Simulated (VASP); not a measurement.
# Cd (P6_3/mmc) in VASP: a series of runs

Cd is run at these levels: PBEsol; tasks: single point, relaxation of cell and atoms.

All numbers are computed with VASP 6.6.1; they aren't measurements. Logs are shortened: lines on timing, memory, paths and dates and some standing lists are left out, and cuts for length are marked.

## 1. The cell of the first run

Symmetry: P6_3/mmc, No. 194, hexagonal system. The conventional cell has a = 2.943 Å, b = 2.943 Å, c = 5.617 Å, α = 90.00°, β = 90.00°, γ = 120.00°. Within 3.9 Å of Cd (site symmetry -6m2) lie 12 Cd at 2.94 to 3.28 Å.

## 2. Single point, PBEsol

INCAR

```
ALGO = Fast
EDIFF = 1E-6
ENCUT = 520
GGA = PS
ISIF = 2
ISMEAR = 0
LASPH = T
LCHARG = F
LREAL = F
LWAVE = F
NBANDS = 19
NELM = 100
PREC = Accurate
SIGMA = 0.1
```

KPOINTS

```
k-points
0
Gamma
  18 18 8
```

POSCAR

```
Cd
1.0
    2.9430420370      0.0000000000      0.0000000000
   -1.4715210185      2.5487491685      0.0000000000
    0.0000000000      0.0000000000      5.6166031761
Cd
2
Direct
    0.3333333333      0.6666666667      0.2500000000
    0.6666666667      0.3333333333      0.7500000000
```

Potentials or basis: VASP PAW PBE potentials, release 64 (Cd).

Started as:

```
> cat potpaw_PBE.64/Cd/POTCAR > POTCAR
> mpirun -np 1 vasp_std > vasp.out
```

OUTCAR:

```text
EDIFF = 1E-6
   ENCUT = 520
   GGA = PS
   ISIF = 2
   ISMEAR = 0
   LASPH = T
   LREAL = F
   NELM = 100
   PREC = Accurate

 ion  position               nearest neighbor table
   1  0.333  0.667  0.250-   2 3.28   2 3.28   2 3.28   2 3.28   2 3.28   2 3.28
   2  0.667  0.333  0.750-   1 3.28   1 3.28   1 3.28   1 3.28   1 3.28   1 3.28

  LATTYP: Found a hexagonal cell.
 ALAT       =     2.9430420370
 C/A-ratio  =     1.9084345740

  Lattice vectors:

 A1 = (   2.9430420370,   0.0000000000,   0.0000000000)
 A2 = (  -1.4715210185,   2.5487491685,   0.0000000000)
 A3 = (   0.0000000000,   0.0000000000,   5.6166031761)

Analysis of symmetry for initial positions (statically):
=====================================================================
 Subroutine PRICEL returns:
 Original cell was already a primitive cell.

 Routine SETGRP: Setting up the symmetry group for a
 hexagonal supercell.

 Subroutine GETGRP returns: Found 24 space group operations
 (whereof 12 operations were pure point group operations)
 out of a pool of 24 trial point group operations.

The static configuration has the point symmetry D_3d.
 The point group associated with its full space group is D_6h.

Analysis of symmetry for dynamics (positions and initial velocities):
=====================================================================
 Subroutine PRICEL returns:
 Original cell was already a primitive cell.

 Routine SETGRP: Setting up the symmetry group for a
 hexagonal supercell.

 Subroutine GETGRP returns: Found 24 space group operations
 (whereof 12 operations were pure point group operations)
 out of a pool of 24 trial point group operations.

The dynamic configuration has the point symmetry D_3d.
 The point group associated with its full space group is D_6h.

 Subroutine INISYM returns: Found 24 space group operations
 (whereof 12 operations are pure point group operations),
 and found     1 'primitive' translations

----------------------------------------------------------------------------------------

                                     Primitive cell

  volume of cell :      42.1306

  direct lattice vectors                    reciprocal lattice vectors
     2.943042037  0.000000000  0.000000000     0.339784477  0.196174659  0.000000000
    -1.471521019  2.548749169  0.000000000     0.000000000  0.392349319  0.000000000
     0.000000000  0.000000000  5.616603176     0.000000000  0.000000000  0.178043556

  length of vectors
     2.943042037  2.943042037  5.616603176     0.392349319  0.392349319  0.178043556

  position of ions in fractional coordinates (direct lattice)
     0.333333333  0.666666667  0.250000000
     0.666666667  0.333333333  0.750000000

  ion indices of the primitive-cell ions
   primitive index   ion index
                 1           1
                 2           2

----------------------------------------------------------------------------------------

 KPOINTS: k-points

Automatic generation of k-mesh.
 Grid dimensions read from file:
 generate k-points for:   18   18    8

 Generating k-lattice:

  Cartesian coordinates                     Fractional coordinates (reciprocal lattice)
     0.018876915  0.010898592  0.000000000     0.055555556  0.000000000  0.000000000
     0.000000000  0.021797184  0.000000000     0.000000000  0.055555556  0.000000000
     0.000000000  0.000000000  0.022255444     0.000000000  0.000000000  0.125000000

  Length of vectors
     0.021797184  0.021797184  0.022255444

  Shift w.r.t. Gamma in fractional coordinates (k-lattice)
     0.000000000  0.000000000  0.000000000

 Subroutine IBZKPT returns following result:
 ===========================================

 Found    185 irreducible k-points:

 Following reciprocal coordinates:
            Coordinates               Weight
  0.000000  0.000000  0.000000      1.000000
  0.055556  0.000000  0.000000      6.000000
  0.111111  0.000000  0.000000      6.000000
  0.166667  0.000000  0.000000      6.000000
  0.222222  0.000000  0.000000      6.000000
  0.277778  0.000000  0.000000      6.000000
[... 16 lines left out ...]
  0.333333  0.111111  0.000000     12.000000
  0.388889  0.111111  0.000000     12.000000
 [... further k-points ...]
   k-points           NKPTS =    185   k-points in BZ     NKDIM =    185   number of bands    NBANDS=     19
   number of dos      NEDOS =    301   number of ions     NIONS =      2
   total plane-waves  NPLWV =  24192
   dimension x,y,z NGX =    24 NGY =   24 NGZ =   42
   dimension x,y,z NGXF=    48 NGYF=   48 NGZF=   84
   ions per type =               2
   NGX,Y,Z   is equivalent  to a cutoff of  13.56, 13.56, 12.43 a.u.
   NGXF,Y,Z  is equivalent  to a cutoff of  27.11, 27.11, 24.86 a.u.
 SYSTEM =  unknown system
   PREC   = accura    normal or accurate (medium, high low for compatibility)
   ISTART =      0    job   : 0-new  1-cont  2-samecut
   ICHARG =      2    charge: 1-file 2-atom 10-const
   ISPIN  =      1    spin polarized calculation?
   LNONCOLLINEAR =      F non collinear calculations
   LSORBIT =      F    spin-orbit coupling
   LASPH  =      T    aspherical Exc in radial PAW
   ENCUT  =  520.0 eV  38.22 Ry    6.18 a.u.   5.47  5.47 10.44*2*pi/ulx,y,z
   NELM   =    100;   NELMIN=  2; NELMDL= -5     # of ELM steps
   EDIFF  = 0.1E-05   stopping-criterion for ELM
   LREAL  =      F    real-space projection
   EDIFFG = 0.1E-04   stopping-criterion for IOM
   NSW    =      0    number of steps for IOM
   IBRION =     -1    ionic relax: 0-MD 1-quasi-New 2-CG
   NFREE  =      0    steps in history (QN), initial steepest desc. (CG)
   ISIF   =      2    stress and relaxation
   ISYM   =      2    0-nonsym 1-usesym 2-fastsym
   POTIM  = 0.5000    time-step for ionic-motion
   TEBEG  =    0.0;   TEEND  =   0.0 temperature during run
   PSTRESS=    0.0 pullay stress
   NELECT =      24.0000    total number of electrons
   NUPDOWN=      -1.0000    fix difference up-down
   EMIN   =  10.00;   EMAX   =-10.00  energy-range for DOS
   EFERMI =   0.00;   METHOD = LEGACY
   ISMEAR =     0;   SIGMA  =   0.10  broadening in eV -4-tet -1-fermi 0-gaus
   EFERMI_NEDOS =   21; number of points for ismear=-14 and -15
   IALGO  =     68    algorithm
   IMIX   =      4    mixing-type and parameters
     AMIX     =   0.40;   BMIX     =  1.00
     AMIX_MAG =   1.60;   BMIX_MAG =  1.00
  volume/ion in A,a.u.               =      21.07       142.16
  Fermi-wavevector in a.u.,A,eV,Ry     =   1.357103  2.564553 25.058238  1.841729
  Thomas-Fermi vector in A             =   2.484050
   LORBIT       =      0    0 simple, 1 ext, 2 COOP (PROOUT), +10 PAW based schemes
   GGA     = PS    functional components
   LHFCALC =     F    Hartree Fock is set to
   AEXX    =    0.0000 exact exchange contribution
   IVDW    =     0    specifies the selected vdW correction
   LEPSILON=     F    determine dielectric tensor
   LRPA    =     F    only Hartree local field effects (RPA)
 non-spin polarized calculation
 RMM-DIIS sequential band-by-band and
 Gauss-broadening in eV      SIGMA  =   0.10
  energy-cutoff  :      520.00
  volume of cell :       42.13
 maximum number of plane-waves:      1173
 NGX is ok and might be reduce to    24
   NGX = 11   NGY = 11   NGZ = 21

 number of electron      24.0000003 magnetization

 Free energy of the ion-electron system (eV)
  ---------------------------------------------------
  ext. energy  EPLUGINS =         0.00000000
  ---------------------------------------------------
  free energy    TOTEN  =        -2.40109397 eV

  energy without entropy =       -2.39889784  energy(sigma->0) =       -2.39999591

 E-fermi :   3.0414     XC(G=0): -11.3381

 val. band max:        3.0399146606   @ k =   0.3333   0.2778   0.5000
 cond. band min:       3.0880164994   @ k =   0.3333   0.3333   0.0000
 fundamental gap:      0.0481018389
 Fermi energy:         3.0414019724

 k-point     1 :       0.0000    0.0000    0.0000
  band No.  band energies     occupation
      1      -7.0055      2.00000
      2      -6.7458      2.00000
      3      -6.3043      2.00000
      4      -6.3043      2.00000
      5      -6.2528      2.00000
      6      -6.2528      2.00000
[... 11 lines left out ...]
     18      18.2938      0.00000
     19      18.9160      0.00000

 k-point     2 :       0.0556    0.0000    0.0000
  band No.  band energies     occupation
      1      -6.9694      2.00000
      2      -6.7052      2.00000
      3      -6.3188      2.00000
      4      -6.2734      2.00000
      5      -6.2660      2.00000
      6      -6.2228      2.00000
[... 11 lines left out ...]
     18      17.7946      0.00000
     19      19.2819      0.00000

 k-point     3 :       0.1111    0.0000    0.0000
  band No.  band energies     occupation
      1      -6.8760      2.00000
      2      -6.6173      2.00000
      3      -6.3558      2.00000
      4      -6.2919      2.00000
      5      -6.1833      2.00000
      6      -6.1357      2.00000
[... 11 lines left out ...]
     18      17.7214      0.00000
     19      19.1498      0.00000

 k-point     4 :       0.1667    0.0000    0.0000
  band No.  band energies     occupation
      1      -6.7910      2.00000
      2      -6.5462      2.00000
      3      -6.4110      2.00000
      4      -6.2561      2.00000
      5      -6.0423      2.00000
      6      -5.9997      2.00000
[... 407 lines left out ...]
     18      14.9544      0.00000
     19      15.4629      0.00000

 k-point    23 :       0.3333    0.1111    0.0000
  band No.  band energies     occupation
      1      -6.9381      2.00000
      2      -6.7352      2.00000
      3      -6.6239      2.00000
      4      -6.2040      2.00000
      5      -6.0261      2.00000
      6      -6.0074      2.00000
[... 11 lines left out ...]
     18      14.4668      0.00000
     19      15.1388      0.00000

 k-point    24 :       0.3889    0.1111    0.0000
  band No.  band energies     occupation
      1      -6.9912      2.00000
      2      -6.7866      2.00000
      3      -6.6931      2.00000
      4      -6.2276      2.00000
      5      -6.0534      2.00000
      6      -5.9522      2.00000
[... 11 lines left out ...]
     18      14.1575      0.00000
     19      14.9379      0.00000

 [... further k-points ...]

------------------------ aborting loop because EDIFF is reached ----------------------------------------

  FORCE on cell =-STRESS in cart. coord.  units (eV):
  Direction    XX          YY          ZZ          XY          YZ          ZX
  --------------------------------------------------------------------------------------
  -------------------------------------------------------------------------------------
  Total        0.1397438      0.1397438      0.0618993      0.0000000     -0.0000000      0.0000000
  in kB        5.3142961      5.3142961      2.3539581      0.0000000     -0.0000000      0.0000000
  external PRESSURE =       4.3275168 kB  Pullay stress =       0.0000000 kB

 VOLUME and BASIS-vectors are now :
 -----------------------------------------------------------------------------
  energy-cutoff  :      520.00
  volume of cell :       42.13
      direct lattice vectors                 reciprocal lattice vectors
     2.943042037  0.000000000  0.000000000     0.339784477  0.196174659  0.000000000
    -1.471521019  2.548749169  0.000000000     0.000000000  0.392349319  0.000000000
     0.000000000  0.000000000  5.616603176     0.000000000  0.000000000  0.178043556

 POSITION                                       TOTAL-FORCE (eV/Angst)
 -----------------------------------------------------------------------------------
     -0.00000      1.69917      1.40415         0.000000      0.000000      0.000000
      1.47152      0.84958      4.21245        -0.000000     -0.000000     -0.000000
 -----------------------------------------------------------------------------------
    total drift:                               -0.000000      0.000000      0.000000

  FREE ENERGIE OF THE ION-ELECTRON SYSTEM (eV)
  ---------------------------------------------------
  free  energy   TOTEN  =        -2.4010939709 eV

  energy  without entropy=       -2.3988978400  energy(sigma->0) =       -2.39999591
```

It took 70 s on 1 thread of Oxide Virtual Turin-like, shared host; peak memory 0.21 GiB.

Results:

```
Free energy            : -2.4011 eV
Pressure               : 0.4 GPa
Band gap on the k mesh : zero (bands 12 and 13 overlap by 4.76 eV)
```

Levels at points of the mesh, in eV from the Fermi level:
```tsv
k point	band 10	band 11	band 12	band 13	band 14	band 15
(0.00, 0.00, 0.00)	-8.51	-8.51	-3.30	-3.22	10.30	14.58
(0.50, 0.00, 0.00)	-8.20	-2.47	-1.88	1.88	2.96	3.18
(0.00, 0.00, 0.50)	-8.62	-7.62	-7.62	3.50	3.50	14.92
(0.50, 0.00, 0.50)	-8.21	-1.69	-1.69	0.10	0.10	7.99
```

Caveat: the PAW data sets were made with another functional, which shifts forces and pressure a little.

## 3. Relaxation of cell and atoms, PBEsol

This run uses another cell than the first one, of 22.94 Å³/atom.

INCAR

```
PREC     = Accurate       # precision mode
ENCUT    = 600            # plane-wave cutoff, eV
EDIFF    = 1E-7           # SCF threshold, eV
ISMEAR   = 0              # smearing method
SIGMA    = 0.1            # smearing width, eV
LREAL    = F              # projectors in reciprocal space
LASPH    = T              # aspherical terms in the spheres
NELM     = 60             # most SCF steps
ALGO     = Fast           # electronic algorithm
ISIF     = 3              # what is computed and relaxed
LWAVE    = F              # write WAVECAR
LCHARG   = F              # write CHGCAR
GGA      = PS             # functional
IBRION   = 2              # ionic algorithm
NSW      = 70             # ionic steps
EDIFFG   = -0.005         # ionic threshold
```

KPOINTS

```
regular mesh
0
Gamma
  18 18 8
```

POSCAR

```
Cd
1.0
    3.0148503055      0.0000000000      0.0000000000
   -1.5074251528      2.6109369532      0.0000000000
    0.0000000000      0.0000000000      5.8276386599
Cd
2
Direct
    0.3333333333      0.6666666667      0.2500000000
    0.6666666667      0.3333333333      0.7500000000
```

Potentials or basis: VASP PAW PBE potentials, release 64 (Cd).

Started as:

```
> cat potpaw_PBE.64/Cd/POTCAR > POTCAR
> mpirun -np 1 vasp_std > vasp.out
```

Run time: 9.7 min. Hardware: 1 thread of Oxide Virtual Turin-like, shared host; peak memory 0.26 GiB.

It converged, with:

```yaml
Free_energy: -2.4039 eV
Relaxed_volume: 21.14 Å³/atom
Relaxed_cell: a = 2.952 Å, b = 2.952 Å, c = 5.602 Å, α = 90.00°, β = 90.00°, γ = 120.00°
Space_group_after_relaxing_to_0.1_Å: P6_3/mmc (No. 194)
Energy_gained_by_relaxing: 22.7 meV/atom
Ionic_steps: 10
Pressure_after_relaxing: 0.0 GPa
Band_gap_on_the_k_mesh: zero (bands 12 and 13 overlap by 4.67 eV)
```

The path:
```tsv
step	energy change (eV)	largest force (eV/Å)	pressure (GPa)	volume (Å³)
1	0.0000	0.0000	-3.80	45.87
2	-0.0427	0.0000	0.39	42.35
3	-0.0431	0.0000	-0.08	42.64
4	-0.0444	0.0000	-0.05	42.52
5	-0.0453	0.0000	0.00	42.33
6	-0.0454	0.0000	0.03	42.27
7	-0.0454	0.0000	0.03	42.23
8	-0.0454	0.0000	0.05	42.22
9	-0.0454	0.0000	0.04	42.22
10	-0.0454	0.0000	-0.01	42.27
```

Final structure:
```
Cd
1.0
     2.95189    0.00000    0.00000
    -1.47594    2.55641    0.00000
     0.00000    0.00000    5.60165
Cd
2
Direct
  0.33333 0.66667 0.25000
  0.66667 0.33333 0.75000
```

Levels at points of the mesh, in eV from the Fermi level:
| k point | band 8 | band 9 | band 10 | band 11 | band 12 | band 13 | band 14 | band 15 | band 16 |
| --- | --- | --- | --- | --- | --- | --- | --- | --- | --- |
| (0.00, 0.00, 0.00) | -8.78 | -8.78 | -8.52 | -8.52 | -3.28 | -3.18 | 10.41 | 14.51 | 14.84 |
| (0.50, 0.00, 0.00) | -8.56 | -8.24 | -8.22 | -2.49 | -1.92 | 1.88 | 2.94 | 3.16 | 5.20 |
| (0.00, 0.00, 0.50) | -8.63 | -8.63 | -8.63 | -7.61 | -7.61 | 3.57 | 3.57 | 14.84 | 14.84 |
| (0.50, 0.00, 0.50) | -8.54 | -8.23 | -8.23 | -1.70 | -1.70 | 0.05 | 0.05 | 8.02 | 8.02 |

Caveat: the PAW data sets were made with another functional, which shifts forces and pressure a little.

The gap in the log of VASP goes by the Fermi energy; the results here count the filled bands.